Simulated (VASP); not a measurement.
# MgS (F-43m) in VASP: notebook, part 3 of 3

VASP 6.6.1.

## Step 6: Single point, PBEsol

This run uses another cell than the first one, of 16.89 Å³/atom, 0.701 times its volume.

INCAR reads:

```
PREC = Accurate ; ENCUT = 520
EDIFF = 1E-6 ; ISMEAR = -1
SIGMA = 0.05 ; LREAL = False
LASPH = True ; NELM = 100
ALGO = Normal ; ISIF = 2
LWAVE = False ; LCHARG = False
GGA = PS ; NBANDS = 11
```

KPOINTS reads:

```
regular mesh
0
Gamma
  8 8 8
```

POSCAR reads:

```
MgS
1.0
    0.0000000000      2.5654875150      2.5654875150
    2.5654875150      0.0000000000      2.5654875150
    2.5654875150      2.5654875150      0.0000000000
S Mg
1 1
Direct
    0.2500000000      0.2500000000      0.2500000000
    0.0000000000      0.0000000000      0.0000000000
```

Potentials or basis: VASP PAW PBE potentials, release 64 (S, Mg).

Run with:

```console
> cat potpaw_PBE.64/S/POTCAR potpaw_PBE.64/Mg/POTCAR > POTCAR
> mpirun -np 1 vasp_std > vasp.out
```

OUTCAR:

```text
PREC = Accurate
   ENCUT = 520
   EDIFF = 1E-6
   ISMEAR = -1
   LREAL = False
   LASPH = True
   NELM = 100
   ISIF = 2
   GGA = PS

 ion  position               nearest neighbor table
   1  0.250  0.250  0.250-   2 2.22   2 2.22   2 2.22   2 2.22
   2  0.000  0.000  0.000-   1 2.22   1 2.22   1 2.22   1 2.22

  LATTYP: Found a face centered cubic cell.
 ALAT       =     5.1309750300

  Lattice vectors:

 A1 = (   0.0000000000,   2.5654875150,   2.5654875150)
 A2 = (   2.5654875150,   0.0000000000,   2.5654875150)
 A3 = (   2.5654875150,   2.5654875150,   0.0000000000)

Analysis of symmetry for initial positions (statically):
=====================================================================
 Subroutine PRICEL returns:
 Original cell was already a primitive cell.

 Routine SETGRP: Setting up the symmetry group for a
 face centered cubic supercell.

 Subroutine GETGRP returns: Found 24 space group operations
 (whereof 24 operations were pure point group operations)
 out of a pool of 48 trial point group operations.

The static configuration has the point symmetry T_d .

Analysis of symmetry for dynamics (positions and initial velocities):
=====================================================================
 Subroutine PRICEL returns:
 Original cell was already a primitive cell.

 Routine SETGRP: Setting up the symmetry group for a
 face centered cubic supercell.

 Subroutine GETGRP returns: Found 24 space group operations
 (whereof 24 operations were pure point group operations)
 out of a pool of 48 trial point group operations.

The dynamic configuration has the point symmetry T_d .

 Subroutine INISYM returns: Found 24 space group operations
 (whereof 24 operations are pure point group operations),
 and found     1 'primitive' translations

----------------------------------------------------------------------------------------

                                     Primitive cell

  volume of cell :      33.7707

  direct lattice vectors                    reciprocal lattice vectors
     0.000000000  2.565487515  2.565487515    -0.194894731  0.194894731  0.194894731
     2.565487515  0.000000000  2.565487515     0.194894731 -0.194894731  0.194894731
     2.565487515  2.565487515  0.000000000     0.194894731  0.194894731 -0.194894731

  length of vectors
     3.628147238  3.628147238  3.628147238     0.337567577  0.337567577  0.337567577

  position of ions in fractional coordinates (direct lattice)
     0.250000000  0.250000000  0.250000000
     0.000000000  0.000000000  0.000000000

  ion indices of the primitive-cell ions
   primitive index   ion index
                 1           1
                 2           2

----------------------------------------------------------------------------------------

 KPOINTS: regular mesh

Automatic generation of k-mesh.
 Grid dimensions read from file:
 generate k-points for:    8    8    8

 Generating k-lattice:

  Cartesian coordinates                     Fractional coordinates (reciprocal lattice)
    -0.024361841  0.024361841  0.024361841     0.125000000  0.000000000  0.000000000
     0.024361841 -0.024361841  0.024361841     0.000000000  0.125000000  0.000000000
     0.024361841  0.024361841 -0.024361841     0.000000000  0.000000000  0.125000000

  Length of vectors
     0.042195947  0.042195947  0.042195947

  Shift w.r.t. Gamma in fractional coordinates (k-lattice)
     0.000000000  0.000000000  0.000000000

 Subroutine IBZKPT returns following result:
 ===========================================

 Found     29 irreducible k-points:

 Following reciprocal coordinates:
            Coordinates               Weight
  0.000000  0.000000  0.000000      1.000000
  0.125000  0.000000  0.000000      8.000000
  0.250000  0.000000  0.000000      8.000000
  0.375000  0.000000  0.000000      8.000000
  0.500000  0.000000  0.000000      4.000000
  0.125000  0.125000  0.000000      6.000000
[... 16 lines left out ...]
  0.500000  0.250000  0.125000     48.000000
 -0.375000  0.250000  0.125000     24.000000
 [... further k-points ...]
   k-points           NKPTS =     29   k-points in BZ     NKDIM =     29   number of bands    NBANDS=     11
   number of dos      NEDOS =    301   number of ions     NIONS =      2
   total plane-waves  NPLWV =  21952
   dimension x,y,z NGX =    28 NGY =   28 NGZ =   28
   dimension x,y,z NGXF=    56 NGYF=   56 NGZF=   56
   ions per type =               1   1
   NGX,Y,Z   is equivalent  to a cutoff of  12.83, 12.83, 12.83 a.u.
   NGXF,Y,Z  is equivalent  to a cutoff of  25.66, 25.66, 25.66 a.u.
 SYSTEM =  unknown system
   PREC   = accura    normal or accurate (medium, high low for compatibility)
   ISTART =      0    job   : 0-new  1-cont  2-samecut
   ICHARG =      2    charge: 1-file 2-atom 10-const
   ISPIN  =      1    spin polarized calculation?
   LNONCOLLINEAR =      F non collinear calculations
   LSORBIT =      F    spin-orbit coupling
   LASPH  =      T    aspherical Exc in radial PAW
   ENCUT  =  520.0 eV  38.22 Ry    6.18 a.u.   6.75  6.75  6.75*2*pi/ulx,y,z
   NELM   =    100;   NELMIN=  2; NELMDL= -5     # of ELM steps
   EDIFF  = 0.1E-05   stopping-criterion for ELM
   LREAL  =      F    real-space projection
   EDIFFG = 0.1E-04   stopping-criterion for IOM
   NSW    =      0    number of steps for IOM
   IBRION =     -1    ionic relax: 0-MD 1-quasi-New 2-CG
   NFREE  =      0    steps in history (QN), initial steepest desc. (CG)
   ISIF   =      2    stress and relaxation
   ISYM   =      2    0-nonsym 1-usesym 2-fastsym
   POTIM  = 0.5000    time-step for ionic-motion
   TEBEG  =    0.0;   TEEND  =   0.0 temperature during run
   PSTRESS=    0.0 pullay stress
   NELECT =       8.0000    total number of electrons
   NUPDOWN=      -1.0000    fix difference up-down
   EMIN   =  10.00;   EMAX   =-10.00  energy-range for DOS
   EFERMI =   0.00;   METHOD = LEGACY
   ISMEAR =    -1;   SIGMA  =   0.05  broadening in eV -4-tet -1-fermi 0-gaus
   EFERMI_NEDOS =   21; number of points for ismear=-14 and -15
   IALGO  =     38    algorithm
   IMIX   =      4    mixing-type and parameters
     AMIX     =   0.40;   BMIX     =  1.00
     AMIX_MAG =   1.60;   BMIX_MAG =  1.00
  volume/ion in A,a.u.               =      16.89       113.95
  Fermi-wavevector in a.u.,A,eV,Ry     =   1.012958  1.914214 13.960729  1.026085
  Thomas-Fermi vector in A             =   2.146099
   LORBIT       =      0    0 simple, 1 ext, 2 COOP (PROOUT), +10 PAW based schemes
   GGA     = PS    functional components
   LHFCALC =     F    Hartree Fock is set to
   AEXX    =    0.0000 exact exchange contribution
   IVDW    =     0    specifies the selected vdW correction
   LEPSILON=     F    determine dielectric tensor
   LRPA    =     F    only Hartree local field effects (RPA)
 non-spin polarized calculation
  energy-cutoff  :      520.00
  volume of cell :       33.77
 maximum number of plane-waves:       941
   NGX = 13   NGY = 13   NGZ = 13

 number of electron       7.9999998 magnetization

 Free energy of the ion-electron system (eV)
  ---------------------------------------------------
  ext. energy  EPLUGINS =         0.00000000
  ---------------------------------------------------
  free energy    TOTEN  =        -8.07756504 eV

  energy without entropy =       -8.07756504  energy(sigma->0) =       -8.07756504

 E-fermi :   4.1888     XC(G=0):  -9.7762

 val. band max:        3.1855861232   @ k =   0.0000   0.0000   0.0000
 cond. band min:       6.4750661349   @ k =   0.5000   0.5000   0.0000
 fundamental gap:      3.2894800117
 Fermi energy:         4.1888465274

 k-point     1 :       0.0000    0.0000    0.0000
  band No.  band energies     occupation
      1      -9.3063      2.00000
      2       3.1856      2.00000
      3       3.1856      2.00000
      4       3.1856      2.00000
      5       8.1026      0.00000
      6      11.7696      0.00000
      7      11.7696      0.00000
      8      11.7696      0.00000
      9      14.5234      0.00000
     10      14.5234      0.00000
     11      18.6691      0.00000
[... 309 lines left out ...]
 k-point    24 :      -0.3750    0.2500    0.1250
  band No.  band energies     occupation
      1      -7.8332      2.00000
      2      -0.6777      2.00000
      3       1.3766      2.00000
      4       2.2712      2.00000
      5       9.2845      0.00000
      6      10.5341      0.00000
      7      12.6077      0.00000
      8      13.5561      0.00000
      9      16.0735      0.00000
     10      17.5542      0.00000
     11      19.5324      0.00000

 [... further k-points ...]
[... 5 lines left out ...]
  --------------------------------------------------------------------------------------
  -------------------------------------------------------------------------------------
  Total        6.3944625      6.3944625      6.3944625      0.0000000      0.0000000     -0.0000000
  in kB      303.3715971    303.3715971    303.3715971      0.0000000      0.0000000     -0.0000000
  external PRESSURE =     303.3715971 kB  Pullay stress =       0.0000000 kB

 VOLUME and BASIS-vectors are now :
 -----------------------------------------------------------------------------
  energy-cutoff  :      520.00
  volume of cell :       33.77
      direct lattice vectors                 reciprocal lattice vectors
     0.000000000  2.565487515  2.565487515    -0.194894731  0.194894731  0.194894731
     2.565487515  0.000000000  2.565487515     0.194894731 -0.194894731  0.194894731
     2.565487515  2.565487515  0.000000000     0.194894731  0.194894731 -0.194894731

 POSITION                                       TOTAL-FORCE (eV/Angst)
 -----------------------------------------------------------------------------------
      1.28274      1.28274      1.28274         0.000000     -0.000000     -0.000000
      0.00000      0.00000      0.00000        -0.000000      0.000000      0.000000
 -----------------------------------------------------------------------------------
    total drift:                                0.000000      0.000000      0.000000

  FREE ENERGIE OF THE ION-ELECTRON SYSTEM (eV)
  ---------------------------------------------------
  free  energy   TOTEN  =        -8.0775650358 eV

  energy  without entropy=       -8.0775650357  energy(sigma->0) =       -8.07756504
```

stdout:

```text
POSCAR found type information on POSCAR S Mg
 POSCAR found :  2 types and       2 ions
 scaLAPACK will be used
 -----------------------------------------------------------------------------
|                                                                             |
|                                                                             |
|     You enforced a specific xc type in the INCAR file but a different       |
|     I HOPE YOU KNOW WHAT YOU ARE DOING!                                     |
|                                                                             |
 -----------------------------------------------------------------------------

 LDA part: xc-table for (Slater+PW92), standard interpolation
 POSCAR, INCAR and KPOINTS ok, starting setup
 FFT: planning ... GRIDC
 FFT: planning ... GRID_SOFT
 FFT: planning ... GRID
 WAVECAR not read
 entering main loop
```

Run time: 6.8 s. Hardware: 1 thread of Intel Xeon Platinum 8559C (Emerald Rapids), shared host; peak memory 0.15 GiB.

Results:

```yaml
Free_energy: -8.0776 eV
Pressure: 30.3 GPa
Band_gap_on_the_k_mesh: 3.29 eV, indirect (least direct gap 4.73 eV)
```

Caveat: the PAW data sets were made with another functional, which shifts forces and pressure a little.

## Step 7: The runs side by side

```tsv
task	level	cell	cutoff (eV)	gap on the mesh (eV)	pressure (GPa)	relaxed volume (Å³/atom)
single point	r2SCAN	a = 4.085 Å, angles 60.0°, 2 atoms	520	3.81	-3.5	-
relaxation of cell and atoms	PBE	relaxed from a = 4.007 Å, angles 60.0°, 2 atoms	600	3.38	0.0	23.06
relaxation of cell and atoms	revPBE	relaxed from a = 4.007 Å, angles 60.0°, 2 atoms	600	3.43	0.0	23.59
relaxation of cell and atoms	BLYP	relaxed from a = 4.007 Å, angles 60.0°, 2 atoms	600	3.38	0.0	23.67
single point	PBEsol	a = 3.628 Å, angles 60.0°, 2 atoms	520	3.29	30.3	-
```

Alike in all rows: potentials or basis VASP PAW PBE potentials, release 64 (S, Mg); no spin polarisation; k mesh 8 × 8 × 8; smearing fermi-dirac 0.05 eV.

Caveats: the PAW data sets were made with another functional, which shifts forces and pressure a little (some runs).

Total energies depend on the potentials used, so only differences within one code and one set of settings carry meaning.
